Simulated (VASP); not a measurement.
# MgZn2TeS2 (Pmmm) in VASP: further runs

Runs on MgZn2TeS2. Level: PBE. Tasks: single point, relaxation of cell and atoms.

Everything below comes from runs of VASP 6.6.1. Logs are shortened: lines on timing, memory, paths and dates and some standing lists are left out, and cuts for length are marked.

**1. The cell of the first run**

Symmetry: Pmmm, No. 47, orthorhombic system. Conventional cell: a = 3.967 Å, b = 4.402 Å, c = 7.575 Å, α = 90.00°, β = 90.00°, γ = 90.00°. Within 2.9 Å of Mg (site symmetry mmm) lie 2 S at 2.20 Å. Within 4.0 Å of Zn (site symmetry mm2) lie 4 S at 2.73 to 2.92 Å and 4 Mg at 3.50 Å and 4 Te at 3.53 Å and 4 Zn at 3.74 to 3.97 Å. Te (site symmetry mmm) has 2 S at 1.98 Å within 2.6 Å. S (site symmetry mmm) has 2 Mg at 2.20 Å and 4 Zn at 2.73 Å within 2.9 Å. S (site symmetry mmm) has 2 Te at 1.98 Å within 2.6 Å.

The cell was generated, and may not be a known phase.

**2. Single point, PBE**

Input file INCAR:

```
ALGO = Normal
EDIFF = 1E-6
ENCUT = 520
GGA = PE
ISIF = 2
ISMEAR = 0
LASPH = T
LCHARG = F
LREAL = F
LWAVE = F
NBANDS = 31
NELM = 60
PREC = Accurate
SIGMA = 0.1
```

Input file KPOINTS:

```
k-points
0
Gamma
  4 4 2
```

Input file POSCAR:

```
MgZn2TeS2
1.0
    3.9672948400      0.0000000000      0.0000000000
    0.0000000000      4.4018560700      0.0000000000
    0.0000000000      0.0000000000      7.5749869500
Mg Zn Te S
1 2 1 2
Direct
    0.5000000000      0.5000000000      0.5000000000
    0.0000000000      0.0000000000      0.7470539800
    0.0000000000      0.0000000000      0.2529460200
    0.5000000000      0.5000000000      0.0000000000
    0.5000000000      0.0000000000      0.5000000000
    0.0000000000      0.5000000000      0.0000000000
```

Potentials or basis: VASP PAW PBE potentials, release 64 (Mg, Zn, Te, S).

Run with:

```sh
> cat potpaw_PBE.64/Mg/POTCAR potpaw_PBE.64/Zn/POTCAR potpaw_PBE.64/Te/POTCAR potpaw_PBE.64/S/POTCAR > POTCAR
> mpirun -np 1 vasp_std > vasp.out
```

OUTCAR:

```text
EDIFF = 1E-6
   ENCUT = 520
   GGA = PE
   ISIF = 2
   ISMEAR = 0
   LASPH = T
   LREAL = F
   NELM = 60
   PREC = Accurate

 ion  position               nearest neighbor table
   1  0.500  0.500  0.500-   5 2.20   5 2.20
   2  0.000  0.000  0.747-   5 2.73   5 2.73   6 2.92   6 2.92
   3  0.000  0.000  0.253-   5 2.73   5 2.73   6 2.92   6 2.92
   4  0.500  0.500  0.000-   6 1.98   6 1.98
   5  0.500  0.000  0.500-   1 2.20   1 2.20   3 2.73   2 2.73   2 2.73   3 2.73
   6  0.000  0.500  0.000-   4 1.98   4 1.98   2 2.92   2 2.92   3 2.92   3 2.92

  LATTYP: Found a simple orthorhombic cell.
 ALAT       =     3.9672948400
 B/A-ratio  =     1.1095359048
 C/A-ratio  =     1.9093582039

  Lattice vectors:

 A1 = (   3.9672948400,   0.0000000000,   0.0000000000)
 A2 = (   0.0000000000,   4.4018560700,   0.0000000000)
 A3 = (   0.0000000000,   0.0000000000,   7.5749869500)

Analysis of symmetry for initial positions (statically):
=====================================================================
 Subroutine PRICEL returns:
 Original cell was already a primitive cell.

 Routine SETGRP: Setting up the symmetry group for a
 simple orthorhombic supercell.

 Subroutine GETGRP returns: Found  8 space group operations
 (whereof  8 operations were pure point group operations)
 out of a pool of  8 trial point group operations.

The static configuration has the point symmetry D_2h.

Analysis of symmetry for dynamics (positions and initial velocities):
=====================================================================
 Subroutine PRICEL returns:
 Original cell was already a primitive cell.

 Routine SETGRP: Setting up the symmetry group for a
 simple orthorhombic supercell.

 Subroutine GETGRP returns: Found  8 space group operations
 (whereof  8 operations were pure point group operations)
 out of a pool of  8 trial point group operations.

The dynamic configuration has the point symmetry D_2h.

 Subroutine INISYM returns: Found  8 space group operations
 (whereof  8 operations are pure point group operations),
 and found     1 'primitive' translations

----------------------------------------------------------------------------------------

                                     Primitive cell

  volume of cell :     132.2855

  direct lattice vectors                    reciprocal lattice vectors
     3.967294840  0.000000000  0.000000000     0.252060923  0.000000000  0.000000000
     0.000000000  4.401856070  0.000000000     0.000000000  0.227176896  0.000000000
     0.000000000  0.000000000  7.574986950     0.000000000  0.000000000  0.132013429

  length of vectors
     3.967294840  4.401856070  7.574986950     0.252060923  0.227176896  0.132013429

  position of ions in fractional coordinates (direct lattice)
     0.500000000  0.500000000  0.500000000
     0.000000000  0.000000000  0.747053980
     0.000000000  0.000000000  0.252946020
     0.500000000  0.500000000  0.000000000
     0.500000000  0.000000000  0.500000000
     0.000000000  0.500000000  0.000000000

  ion indices of the primitive-cell ions
   primitive index   ion index
                 1           1
                 2           2
                 3           3
                 4           4
                 5           5
                 6           6

----------------------------------------------------------------------------------------

 KPOINTS: k-points

Automatic generation of k-mesh.
 Grid dimensions read from file:
 generate k-points for:    4    4    2

 Generating k-lattice:

  Cartesian coordinates                     Fractional coordinates (reciprocal lattice)
     0.063015231  0.000000000  0.000000000     0.250000000  0.000000000  0.000000000
     0.000000000  0.056794224  0.000000000     0.000000000  0.250000000  0.000000000
     0.000000000  0.000000000  0.066006714     0.000000000  0.000000000  0.500000000

  Length of vectors
     0.063015231  0.056794224  0.066006714

  Shift w.r.t. Gamma in fractional coordinates (k-lattice)
     0.000000000  0.000000000  0.000000000

 Subroutine IBZKPT returns following result:
 ===========================================

 Found     18 irreducible k-points:

 Following reciprocal coordinates:
            Coordinates               Weight
  0.000000  0.000000  0.000000      1.000000
  0.250000  0.000000  0.000000      2.000000
  0.500000  0.000000  0.000000      1.000000
  0.000000  0.250000  0.000000      2.000000
  0.250000  0.250000  0.000000      4.000000
  0.500000  0.250000  0.000000      2.000000
[... 10 lines left out ...]
  0.250000  0.500000  0.500000      2.000000
  0.500000  0.500000  0.500000      1.000000
   k-points           NKPTS =     18   k-points in BZ     NKDIM =     18   number of bands    NBANDS=     31
   number of dos      NEDOS =    301   number of ions     NIONS =      6
   total plane-waves  NPLWV =  60480
   dimension x,y,z NGX =    30 NGY =   36 NGZ =   56
   dimension x,y,z NGXF=    60 NGYF=   72 NGZF=  112
   ions per type =               1   2   1   2
   NGX,Y,Z   is equivalent  to a cutoff of  12.57, 13.60, 12.29 a.u.
   NGXF,Y,Z  is equivalent  to a cutoff of  25.14, 27.19, 24.58 a.u.
 SYSTEM =  unknown system
   PREC   = accura    normal or accurate (medium, high low for compatibility)
   ISTART =      0    job   : 0-new  1-cont  2-samecut
   ICHARG =      2    charge: 1-file 2-atom 10-const
   ISPIN  =      1    spin polarized calculation?
   LNONCOLLINEAR =      F non collinear calculations
   LSORBIT =      F    spin-orbit coupling
   LASPH  =      T    aspherical Exc in radial PAW
   ENCUT  =  520.0 eV  38.22 Ry    6.18 a.u.   7.38  8.18 14.08*2*pi/ulx,y,z
   NELM   =     60;   NELMIN=  2; NELMDL= -5     # of ELM steps
   EDIFF  = 0.1E-05   stopping-criterion for ELM
   LREAL  =      F    real-space projection
   EDIFFG = 0.1E-04   stopping-criterion for IOM
   NSW    =      0    number of steps for IOM
   IBRION =     -1    ionic relax: 0-MD 1-quasi-New 2-CG
   NFREE  =      0    steps in history (QN), initial steepest desc. (CG)
   ISIF   =      2    stress and relaxation
   ISYM   =      2    0-nonsym 1-usesym 2-fastsym
   POTIM  = 0.5000    time-step for ionic-motion
   TEBEG  =    0.0;   TEEND  =   0.0 temperature during run
   PSTRESS=    0.0 pullay stress
   NELECT =      44.0000    total number of electrons
   NUPDOWN=      -1.0000    fix difference up-down
   EMIN   =  10.00;   EMAX   =-10.00  energy-range for DOS
   EFERMI =   0.00;   METHOD = LEGACY
   ISMEAR =     0;   SIGMA  =   0.10  broadening in eV -4-tet -1-fermi 0-gaus
   EFERMI_NEDOS =   21; number of points for ismear=-14 and -15
   IALGO  =     38    algorithm
   IMIX   =      4    mixing-type and parameters
     AMIX     =   0.40;   BMIX     =  1.00
     AMIX_MAG =   1.60;   BMIX_MAG =  1.00
  volume/ion in A,a.u.               =      22.05       148.78
  Fermi-wavevector in a.u.,A,eV,Ry     =   1.134284  2.143485 17.505246  1.286599
  Thomas-Fermi vector in A             =   2.270987
   LORBIT       =      0    0 simple, 1 ext, 2 COOP (PROOUT), +10 PAW based schemes
   GGA     = PE    functional components
   LHFCALC =     F    Hartree Fock is set to
   AEXX    =    0.0000 exact exchange contribution
   IVDW    =     0    specifies the selected vdW correction
   LEPSILON=     F    determine dielectric tensor
   LRPA    =     F    only Hartree local field effects (RPA)
 non-spin polarized calculation
 Gauss-broadening in eV      SIGMA  =   0.10
  energy-cutoff  :      520.00
  volume of cell :      132.29
 maximum number of plane-waves:      3584
 NGX is ok and might be reduce to    30
   NGX = 15   NGY = 17   NGZ = 29

 number of electron      44.0000004 magnetization

 Free energy of the ion-electron system (eV)
  ---------------------------------------------------
  ext. energy  EPLUGINS =         0.00000000
  ---------------------------------------------------
  free energy    TOTEN  =        -7.92371975 eV

  energy without entropy =       -7.91132580  energy(sigma->0) =       -7.91752278

 E-fermi :   4.5490     XC(G=0):  -9.4334

 val. band max:        4.5275209869   @ k =   0.2500   0.5000   0.5000
 cond. band min:       4.5578190725   @ k =   0.2500   0.0000   0.5000
 fundamental gap:      0.0302980855
 Fermi energy:         4.5490080193

 k-point     1 :       0.0000    0.0000    0.0000
  band No.  band energies     occupation
      1     -13.4456      2.00000
      2      -9.7058      2.00000
      3      -5.6641      2.00000
      4      -3.0914      2.00000
      5      -2.6864      2.00000
      6      -2.4974      2.00000
[... 23 lines left out ...]
     30       9.7722      0.00000
     31      10.2769      0.00000

 k-point     2 :       0.2500    0.0000    0.0000
  band No.  band energies     occupation
      1     -12.9898      2.00000
      2      -9.5752      2.00000
      3      -8.1651      2.00000
      4      -2.6281      2.00000
      5      -2.5509      2.00000
      6      -2.4786      2.00000
[... 23 lines left out ...]
     30       9.2451      0.00000
     31       9.8822      0.00000

 k-point     3 :       0.5000    0.0000    0.0000
  band No.  band energies     occupation
      1     -12.1642      2.00000
      2     -10.0817      2.00000
      3      -9.4137      2.00000
      4      -2.5221      2.00000
      5      -2.4419      2.00000
      6      -2.4145      2.00000
[... 23 lines left out ...]
     30       9.8797      0.00000
     31      10.0959      0.00000

 k-point     4 :       0.0000    0.2500    0.0000
  band No.  band energies     occupation
      1     -13.4040      2.00000
      2      -9.6053      2.00000
      3      -5.6464      2.00000
      4      -2.8769      2.00000
      5      -2.8643      2.00000
      6      -2.4510      2.00000
[... 431 lines left out ...]
     30      10.8262      0.00000
     31      11.0812      0.00000

 k-point    17 :       0.2500    0.5000    0.5000
  band No.  band energies     occupation
      1     -12.9108      2.00000
      2      -9.3709      2.00000
      3      -8.0909      2.00000
      4      -2.7165      2.00000
      5      -2.5473      2.00000
      6      -2.4994      2.00000
[... 23 lines left out ...]
     30       9.2681      0.00000
     31      11.1151      0.00000

 k-point    18 :       0.5000    0.5000    0.5000
  band No.  band energies     occupation
      1     -12.1026      2.00000
      2      -9.9675      2.00000
      3      -9.2358      2.00000
      4      -2.5298      2.00000
      5      -2.4492      2.00000
      6      -2.4363      2.00000
[... 23 lines left out ...]
     30       9.9364      0.00000
     31      10.7694      0.00000

------------------------ aborting loop because EDIFF is reached ----------------------------------------

  FORCE on cell =-STRESS in cart. coord.  units (eV):
  Direction    XX          YY          ZZ          XY          YZ          ZX
  --------------------------------------------------------------------------------------
  -------------------------------------------------------------------------------------
  Total       58.0673432      6.4575011      0.3827695      0.0000000      0.0000000      0.0000000
  in kB      703.2833472     78.2101043      4.6359180      0.0000000      0.0000000      0.0000000
  external PRESSURE =     262.0431232 kB  Pullay stress =       0.0000000 kB

 VOLUME and BASIS-vectors are now :
 -----------------------------------------------------------------------------
  energy-cutoff  :      520.00
  volume of cell :      132.29
      direct lattice vectors                 reciprocal lattice vectors
     3.967294840  0.000000000  0.000000000     0.252060923  0.000000000  0.000000000
     0.000000000  4.401856070  0.000000000     0.000000000  0.227176896  0.000000000
     0.000000000  0.000000000  7.574986950     0.000000000  0.000000000  0.132013429

 POSITION                                       TOTAL-FORCE (eV/Angst)
 -----------------------------------------------------------------------------------
      1.98365      2.20093      3.78749         0.000000      0.000000      0.000000
      0.00000      0.00000      5.65892         0.000000     -0.000000      0.076480
      0.00000      0.00000      1.91606         0.000000     -0.000000     -0.076480
      1.98365      2.20093      0.00000         0.000000      0.000000      0.000000
      1.98365      0.00000      3.78749         0.000000      0.000000      0.000000
      0.00000      2.20093      0.00000         0.000000      0.000000      0.000000
 -----------------------------------------------------------------------------------
    total drift:                               -0.000000      0.000000      0.000000

  FREE ENERGIE OF THE ION-ELECTRON SYSTEM (eV)
  ---------------------------------------------------
  free  energy   TOTEN  =        -7.9237197518 eV

  energy  without entropy=       -7.9113257985  energy(sigma->0) =       -7.91752278
```

Wall time 35 s (1 thread of AMD EPYC 9R45 (Zen 5), shared host); peak memory 0.25 GiB.

Results:

| Property | Result |
| --- | --- |
| Free energy | -7.9237 eV |
| Pressure | 26.2 GPa |
| Largest force | 0.076 eV/Å |
| Band gap on the k mesh | zero (bands 22 and 23 overlap by 1.56 eV) |

Forces on the atoms (eV/Å):
```
Mg   0.000  0.000  0.000
Zn   0.000  0.000  0.076
Zn   0.000  0.000 -0.076
Te   0.000  0.000  0.000
S    0.000  0.000  0.000
S    0.000  0.000  0.000
```

Levels at points of the mesh, in eV from the Fermi level:
```tsv
k point	band 20	band 21	band 22	band 23	band 24	band 25
(0.00, 0.00, 0.00)	-3.23	-0.50	1.09	1.38	1.99	2.11
(0.50, 0.00, 0.00)	-2.52	-0.90	-0.81	-0.13	1.76	2.25
(0.00, 0.50, 0.00)	-0.96	-0.18	0.34	0.38	0.83	2.17
(0.50, 0.50, 0.00)	-3.40	-1.92	-1.07	1.65	1.82	3.29
(0.00, 0.00, 0.50)	-1.78	-1.03	0.51	1.07	1.94	2.03
(0.50, 0.00, 0.50)	-2.64	-2.54	1.02	1.56	1.89	2.15
(0.00, 0.50, 0.50)	-2.44	-0.60	0.79	1.04	1.58	1.67
(0.50, 0.50, 0.50)	-3.04	-0.55	-0.37	0.03	1.03	1.41
```

Caveat: the k points lie up to 0.41 Å⁻¹ apart, too coarse for converged energies and pressures of a metal; spin-orbit coupling is left out, which moves the levels of the heavy elements.

**3. Single point, PBE**

This run uses another cell than the first one, of 24.09 Å³/atom.

Input file INCAR:

```
SYSTEM = MgZn2TeS2
PREC = Accurate
ENCUT = 520
EDIFF = 1E-6
ISMEAR = 0
SIGMA = 0.1
LREAL = .FALSE.
LASPH = .TRUE.
NELM = 80
ALGO = Normal
ISIF = 2
LWAVE = .FALSE.
LCHARG = .FALSE.
GGA = PE
NBANDS = 31
```

Input file KPOINTS:

```
regular mesh
0
G
  4 4 4
  0 0 0
```

Input file POSCAR:

```
MgZn2TeS2
1.0
    4.7457203596      0.0000000000      0.0000000000
    0.0000000000      5.5358327659      0.0000000000
    0.0000000000      0.0000000000      5.5009767110
Mg Zn Te S
1 2 1 2
Direct
    0.5000000000      0.5000000000      0.5000000000
    0.0000000000      0.7318172833      0.0000000000
    0.0000000000      0.2681827167      0.0000000000
    0.5000000000      0.0000000000      0.5000000000
    0.0000000000      0.5000000000      0.5000000000
    0.5000000000      0.0000000000      0.0000000000
```

Potentials or basis: VASP PAW PBE potentials, release 64 (Mg, Zn, Te, S).

Run with:

```sh
> cat potpaw_PBE.64/Mg/POTCAR potpaw_PBE.64/Zn/POTCAR potpaw_PBE.64/Te/POTCAR potpaw_PBE.64/S/POTCAR > POTCAR
> mpirun -np 1 vasp_std > vasp.out
```

OUTCAR:

```text
SYSTEM = MgZn2TeS2
   PREC = Accurate
   ENCUT = 520
   EDIFF = 1E-6
   ISMEAR = 0
   LREAL = .FALSE.
   LASPH = .TRUE.
   NELM = 80
   ISIF = 2
   GGA = PE

 ion  position               nearest neighbor table
   1  0.500  0.500  0.500-   5 2.37   5 2.37   4 2.77   4 2.77
   2  0.000  0.732  0.000-   3 2.57   6 2.80   6 2.80   3 2.97
   3  0.000  0.268  0.000-   2 2.57   6 2.80   6 2.80   2 2.97
   4  0.500  0.000  0.500-   6 2.75   6 2.75   1 2.77   1 2.77
   5  0.000  0.500  0.500-   1 2.37   1 2.37
   6  0.500  0.000  0.000-   4 2.75   4 2.75   2 2.80   3 2.80   2 2.80   3 2.80

  LATTYP: Found a simple orthorhombic cell.
 ALAT       =     4.7457203596
[... 1023 lines left out ...]
  Total       -0.2803029      0.0960812      0.0790455      0.0000000      0.0000000     -0.0000000
  in kB       -3.1075153      1.0651822      0.8763201      0.0000000      0.0000000     -0.0000000
  external PRESSURE =      -0.3886710 kB  Pullay stress =       0.0000000 kB

 VOLUME and BASIS-vectors are now :
 -----------------------------------------------------------------------------
  energy-cutoff  :      520.00
  volume of cell :      144.52
      direct lattice vectors                 reciprocal lattice vectors
     4.745720360  0.000000000  0.000000000     0.210716166  0.000000000  0.000000000
     0.000000000  5.535832766  0.000000000     0.000000000  0.180641295  0.000000000
     0.000000000  0.000000000  5.500976711     0.000000000  0.000000000  0.181785900

 POSITION                                       TOTAL-FORCE (eV/Angst)
 -----------------------------------------------------------------------------------
      2.37286      2.76792      2.75049         0.000000      0.000000      0.000000
      0.00000      4.05122      0.00000         0.000000      0.020005      0.000000
      0.00000      1.48461      0.00000         0.000000     -0.020005      0.000000
      2.37286      0.00000      2.75049         0.000000      0.000000      0.000000
      0.00000      2.76792      2.75049         0.000000      0.000000      0.000000
      2.37286      0.00000      0.00000         0.000000      0.000000      0.000000
 -----------------------------------------------------------------------------------
    total drift:                               -0.000000      0.000000     -0.000000

  FREE ENERGIE OF THE ION-ELECTRON SYSTEM (eV)
  ---------------------------------------------------
  free  energy   TOTEN  =       -15.5374159663 eV

  energy  without entropy=      -15.5278833333  energy(sigma->0) =      -15.53264965
```

stdout:

```text
POSCAR found type information on POSCAR MgZnTeS
 POSCAR found :  4 types and       6 ions
 scaLAPACK will be used
 LDA part: xc-table for (Slater+PW92), standard interpolation
 POSCAR, INCAR and KPOINTS ok, starting setup
 FFT: planning ... GRIDC
 FFT: planning ... GRID_SOFT
 FFT: planning ... GRID
 WAVECAR not read
 entering main loop
```

It took 48 s on 1 thread of AMD EPYC 9R45 (Zen 5), shared host; peak memory 0.29 GiB.

Results:

```
Free energy            : -15.5374 eV
Pressure               : 0.0 GPa
Largest force          : 0.020 eV/Å
Band gap on the k mesh : zero (bands 22 and 23 overlap by 0.94 eV)
```

Forces in eV/Å, atoms in the order of the input:
```
Mg   0.000  0.000  0.000
Zn   0.000  0.020  0.000
Zn   0.000 -0.020  0.000
Te   0.000  0.000  0.000
S    0.000  0.000  0.000
S    0.000  0.000  0.000
```

Levels at points of the mesh, in eV from the Fermi level:
```
           k point  band 19  band 20  band 21  band 22  band 23  band 24  band 25  band 26
(0.00, 0.00, 0.00)    -2.91    -2.19    -0.42     0.18     0.32     1.93     2.98     3.17
(0.50, 0.00, 0.00)    -2.62    -1.63    -1.43    -0.70     1.12     1.59     2.96     3.35
(0.00, 0.50, 0.00)    -2.98    -2.49    -0.73    -0.66    -0.16     3.08     3.26     3.56
(0.50, 0.50, 0.00)    -2.95    -2.56    -0.54     0.35     2.11     2.21     2.39     3.56
(0.00, 0.00, 0.50)    -1.90    -0.80    -0.45    -0.42    -0.28     1.39     1.47     2.10
(0.50, 0.00, 0.50)    -2.41    -1.93    -1.70    -0.76     0.04     0.81     0.97     3.56
(0.00, 0.50, 0.50)    -2.25    -2.05    -1.75    -0.95    -0.52     0.90     2.30     3.55
(0.50, 0.50, 0.50)    -1.76    -0.92    -0.50     0.17     0.28     1.85     2.22     3.57
```

Caveat: spin-orbit coupling is left out, which moves the levels of the heavy elements.

[end of part 1 of 2]

The gap in the log of VASP goes by the Fermi energy; the results here count the filled bands.